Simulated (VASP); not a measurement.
# Cu12Cl in VASP: single point with PBE

Aim: the single point of Cu12Cl with PBE.

Everything below comes from runs of VASP 6.6.1. Logs are shortened: lines on timing, memory, paths and dates and some standing lists are left out, and cuts for length are marked.

### 1 The cell of the first run

The cell holds a slab with vacuum, 13 atoms: a = 5.132 Å, b = 5.132 Å, c = 19.028 Å, α = 90.00°, β = 90.00°, γ = 90.00°.

### 2 Single point, PBE

INCAR

```
SYSTEM = Cu12Cl
  PREC = Accurate
  ENCUT = 520
  EDIFF = 1E-6
  ISMEAR = 0
  SIGMA = 0.1
  LREAL = .FALSE.
  LASPH = .TRUE.
  NELM = 60
  ALGO = Normal
  ISIF = 2
  LWAVE = .FALSE.
  LCHARG = .TRUE.
  LDIPOL = .TRUE.
  IDIPOL = 3
  DIPOL = 0.5 0.5 0.318
  GGA = PE
  LELF = .TRUE.
  LVHAR = .TRUE.
  LVACPOTAV = .TRUE.
  NBANDS = 82
```

KPOINTS

```
Automatic mesh
0
G
  5 5 1
  0 0 0
```

POSCAR

```
Cu12Cl
1.0
    5.1319544654      0.0000000000      0.0000000000
    0.0000000000      5.1319544654      0.0000000000
    0.0000000000      0.0000000000     19.0279314150
Cu Cl
12 1
Direct
    0.2500000000      0.2500000000      0.2102172807
    0.2500000000      0.7500000000      0.2102172807
    0.7500000000      0.2500000000      0.2102172807
    0.7500000000      0.7500000000      0.2102172807
    0.0000000000      0.0000000000      0.3029241254
    0.0000000000      0.5000000000      0.3029241254
    0.5000000000      0.0000000000      0.3029241254
    0.5000000000      0.5000000000      0.3029241254
    0.2500000000      0.2500000000      0.3956253179
    0.2500000000      0.7500000000      0.3956253179
    0.7500000000      0.2500000000      0.3956253179
    0.7500000000      0.7500000000      0.3956253179
    0.4166666667      0.4166666667      0.4942931746
```

Potentials or basis: VASP PAW PBE potentials, release 64 (Cu, Cl).

Command:

```sh
cat potpaw_PBE.64/Cu/POTCAR potpaw_PBE.64/Cl/POTCAR > POTCAR
mpirun -np 1 vasp_std > vasp.out
```

OUTCAR:

```text
SYSTEM = Cu12Cl
   PREC = Accurate
   ENCUT = 520
   EDIFF = 1E-6
   ISMEAR = 0
   LREAL = .FALSE.
   LASPH = .TRUE.
   NELM = 60
   ISIF = 2
   GGA = PE

 ion  position               nearest neighbor table
   1  0.250  0.250  0.210-   5 2.53   6 2.53   7 2.53   8 2.53   2 2.57   3 2.57   2 2.57   3 2.57

   2  0.250  0.750  0.210-   5 2.53   6 2.53   7 2.53   8 2.53   1 2.57   4 2.57   1 2.57   4 2.57

   3  0.750  0.250  0.210-   5 2.53   6 2.53   7 2.53   8 2.53   1 2.57   4 2.57   4 2.57   1 2.57
[... 4 lines left out ...]
                             6 2.57   7 2.57   6 2.57   7 2.57
   6  0.000  0.500  0.303-   9 2.53  10 2.53  11 2.53  12 2.53   1 2.53   2 2.53   3 2.53   4 2.53
                             5 2.57   8 2.57   5 2.57   8 2.57
   7  0.500  0.000  0.303-   9 2.53  10 2.53  11 2.53  12 2.53   1 2.53   2 2.53   3 2.53   4 2.53
                             5 2.57   8 2.57   8 2.57   5 2.57
   8  0.500  0.500  0.303-   9 2.53  10 2.53  11 2.53  12 2.53   1 2.53   2 2.53   3 2.53   4 2.53
                             6 2.57   7 2.57   7 2.57   6 2.57
   9  0.250  0.250  0.396-  13 2.23   6 2.53   7 2.53   8 2.53   5 2.53  11 2.57  10 2.57  10 2.57
                            11 2.57
  10  0.250  0.750  0.396-   5 2.53   6 2.53   7 2.53   8 2.53   9 2.57  12 2.57   9 2.57  12 2.57
                            13 2.68
  11  0.750  0.250  0.396-   5 2.53   6 2.53   7 2.53   8 2.53   9 2.57  12 2.57  12 2.57   9 2.57
                            13 2.68
  12  0.750  0.750  0.396-   5 2.53   6 2.53   7 2.53   8 2.53  10 2.57  11 2.57  11 2.57  10 2.57

  13  0.417  0.417  0.494-   9 2.23  10 2.68  11 2.68

  LATTYP: Found a simple tetragonal cell.
 ALAT       =     5.1319544654
 C/A-ratio  =     3.7077358233

  Lattice vectors:

 A1 = (   5.1319544654,   0.0000000000,   0.0000000000)
 A2 = (   0.0000000000,   5.1319544654,   0.0000000000)
 A3 = (   0.0000000000,   0.0000000000,  19.0279314150)

Analysis of symmetry for initial positions (statically):
=====================================================================
 Subroutine PRICEL returns:
 Original cell was already a primitive cell.

 Routine SETGRP: Setting up the symmetry group for a
 simple tetragonal supercell.

 Subroutine GETGRP returns: Found  2 space group operations
 (whereof  2 operations were pure point group operations)
 out of a pool of 16 trial point group operations.

The static configuration has the point symmetry C_1h.

Analysis of symmetry for dynamics (positions and initial velocities):
=====================================================================
 Subroutine PRICEL returns:
 Original cell was already a primitive cell.

[... 135 lines left out ...]
  Fermi-wavevector in a.u.,A,eV,Ry     =   1.067646  2.017559 15.508852  1.139868
  Thomas-Fermi vector in A             =   2.203269
   LORBIT       =      0    0 simple, 1 ext, 2 COOP (PROOUT), +10 PAW based schemes
   GGA     = PE    functional components
   LHFCALC =     F    Hartree Fock is set to
   AEXX    =    0.0000 exact exchange contribution
   IVDW    =     0    specifies the selected vdW correction
   LEPSILON=     F    determine dielectric tensor
   LRPA    =     F    only Hartree local field effects (RPA)
 non-spin polarized calculation
 Gauss-broadening in eV      SIGMA  =   0.10
  energy-cutoff  :      520.00
  volume of cell :      501.14
 maximum number of plane-waves:     13595
 NGX is ok and might be reduce to    40
   NGX = 19   NGY = 19   NGZ = 71

 dipolmoment           0.000000      0.000000     -0.000014 electrons x Angstroem

 number of electron     138.9999786 magnetization

 dipolmoment           0.000000      0.000000      0.133558 electrons x Angstroem

 Free energy of the ion-electron system (eV)
  ---------------------------------------------------
  ext. energy  EPLUGINS =         0.00000000
  ---------------------------------------------------
  free energy    TOTEN  =       -43.52868708 eV

  energy without entropy =      -43.49440713  energy(sigma->0) =      -43.51154710

 E-fermi :  -1.0811     XC(G=0):  -4.9464

 val. band max:       -1.1255697707   @ k =  -0.4000   0.4000   0.0000
 cond. band min:      -1.0683889496   @ k =   0.2000   0.0000   0.0000
 fundamental gap:      0.0571808211
 Fermi energy:        -1.0811022353

 k-point     1 :       0.0000    0.0000    0.0000
  band No.  band energies     occupation
      1     -16.3389      2.00000
      2      -9.3728      2.00000
      3      -6.9729      2.00000
      4      -5.8796      2.00000
      5      -5.8489      2.00000
      6      -5.8171      2.00000
[... 745 lines left out ...]
     80       4.8070      0.00000
     81       4.8483      0.00000
 [bands above 81 left out]

------------------------ aborting loop because EDIFF is reached ----------------------------------------

  FORCE on cell =-STRESS in cart. coord.  units (eV):
  Direction    XX          YY          ZZ          XY          YZ          ZX
  --------------------------------------------------------------------------------------
  -------------------------------------------------------------------------------------
  Total       -3.3201182     -3.3201182      1.4102303      0.2795748      0.4739214      0.4739213
  in kB      -10.6146814    -10.6146814      4.5086181      0.8938229      1.5151644      1.5151640
  external PRESSURE =      -5.5735815 kB  Pullay stress =       0.0000000 kB

 VOLUME and BASIS-vectors are now :
 -----------------------------------------------------------------------------
  energy-cutoff  :      520.00
  volume of cell :      501.14
      direct lattice vectors                 reciprocal lattice vectors
     5.131954465  0.000000000  0.000000000     0.194857536  0.000000000  0.000000000
     0.000000000  5.131954465  0.000000000     0.000000000  0.194857536  0.000000000
     0.000000000  0.000000000 19.027931415     0.000000000  0.000000000  0.052554320

 POSITION                                       TOTAL-FORCE (eV/Angst)
 -----------------------------------------------------------------------------------
      1.28299      1.28299      4.00000         0.032828      0.032828     -0.059844
      1.28299      3.84897      4.00000         0.024640     -0.033483     -0.077039
      3.84897      1.28299      4.00000        -0.033483      0.024640     -0.077039
      3.84897      3.84897      4.00000        -0.024962     -0.024962     -0.097349
      0.00000      0.00000      5.76402         0.081224      0.081224      0.206989
      0.00000      2.56598      5.76402        -0.051189     -0.062128     -0.072120
      2.56598      0.00000      5.76402        -0.062128     -0.051189     -0.072120
      2.56598      2.56598      5.76402         0.047926      0.047926     -0.284751
      1.28299      1.28299      7.52793        -0.306196     -0.306196      0.083183
      1.28299      3.84897      7.52793        -0.042658     -0.016928      0.243758
      3.84897      1.28299      7.52793        -0.016928     -0.042658      0.243758
      3.84897      3.84897      7.52793         0.085411      0.085411     -0.048645
      2.13831      2.13831      9.40538         0.265515      0.265515      0.011217
 -----------------------------------------------------------------------------------
    total drift:                               -0.000108     -0.000108      0.000620

  FREE ENERGIE OF THE ION-ELECTRON SYSTEM (eV)
  ---------------------------------------------------
  free  energy   TOTEN  =       -43.5286870752 eV

  energy  without entropy=      -43.4944071303  energy(sigma->0) =      -43.51154710

 vacuum level on the upper side and lower side of the slab         4.450         3.532
```

OSZICAR:

```text
N       E                     dE             d eps       ncg     rms          rms(c)
DAV:   1     0.127984568642E+04    0.12798E+04   -0.57755E+04  1476   0.193E+03
DAV:   2     0.117366993582E+03   -0.11625E+04   -0.11290E+04  1484   0.432E+02
DAV:   3    -0.347214009937E+02   -0.15209E+03   -0.14424E+03  1850   0.206E+02
DAV:   4    -0.521683430202E+02   -0.17447E+02   -0.16577E+02  2224   0.655E+01
[... 24 lines left out ...]
DAV:  29    -0.435286803016E+02   -0.36552E-05   -0.36246E-07   976   0.926E-03    0.120E-03
DAV:  30    -0.435286838218E+02   -0.35202E-05   -0.36017E-07   962   0.748E-03    0.811E-04
DAV:  31    -0.435286853409E+02   -0.15191E-05   -0.12592E-07   970   0.503E-03    0.377E-04
DAV:  32    -0.435286866812E+02   -0.13403E-05   -0.10087E-07   960   0.208E-03    0.403E-04
DAV:  33    -0.435286870752E+02   -0.39397E-06   -0.43132E-08   972   0.277E-03
   1 F= -.43528687E+02 E0= -.43511547E+02  d E =-.342799E-01
```

stdout:

```text
POSCAR found type information on POSCAR CuCl
 POSCAR found :  2 types and      13 ions
 scaLAPACK will be used
 LDA part: xc-table for (Slater+PW92), standard interpolation
 POSCAR, INCAR and KPOINTS ok, starting setup
 FFT: planning ... GRIDC
 FFT: planning ... GRID_SOFT
 FFT: planning ... GRID
 WAVECAR not read
 entering main loop
 -----------------------------------------------------------------------------
|                                                                             |
|           W    W    AA    RRRRR   N    N  II  N    N   GGGG   !!!           |
|           W    W   A  A   R    R  NN   N  II  NN   N  G    G  !!!           |
|           W    W  A    A  R    R  N N  N  II  N N  N  G       !!!           |
|           W WW W  AAAAAA  RRRRR   N  N N  II  N  N N  G  GGG   !            |
|           WW  WW  A    A  R   R   N   NN  II  N   NN  G    G                |
|           W    W  A    A  R    R  N    N  II  N    N   GGGG   !!!           |
|                                                                             |
|     Did not find any points to average over, which means that no vacuum     |
|     field-free region was found. Please increase the size of  your cell     |
|     in the dimension of the dipole correction to obtain accurate            |
|     workfunction values.                                                    |
|                                                                             |
 -----------------------------------------------------------------------------
```

It took 21 min on 1 thread of Intel Xeon Platinum 8259CL at 2.50GHz (Skylake/Cascade Lake), shared host; peak memory 0.66 GiB.

What came out:

```
Free energy            : -43.5287 eV
Largest force          : 0.441 eV/Å
Band gap on the k mesh : zero (an odd number of electrons rules out a gap without spin polarisation)
```

Forces in eV/Å, atoms in the order of the input:
```
Cu   0.033  0.033 -0.060
Cu   0.025 -0.033 -0.077
Cu  -0.033  0.025 -0.077
Cu  -0.025 -0.025 -0.097
Cu   0.081  0.081  0.207
Cu  -0.051 -0.062 -0.072
Cu  -0.062 -0.051 -0.072
Cu   0.048  0.048 -0.285
Cu  -0.306 -0.306  0.083
Cu  -0.043 -0.017  0.244
Cu  -0.017 -0.043  0.244
Cu   0.085  0.085 -0.049
Cl   0.266  0.266  0.011
```

Caveat: an odd number of electrons without spin polarisation forces a metal; a magnetic or distorted state may lie lower. With open d or f shells a metallic result of PBE can be an artefact of self-interaction; +U or a hybrid may open a gap.
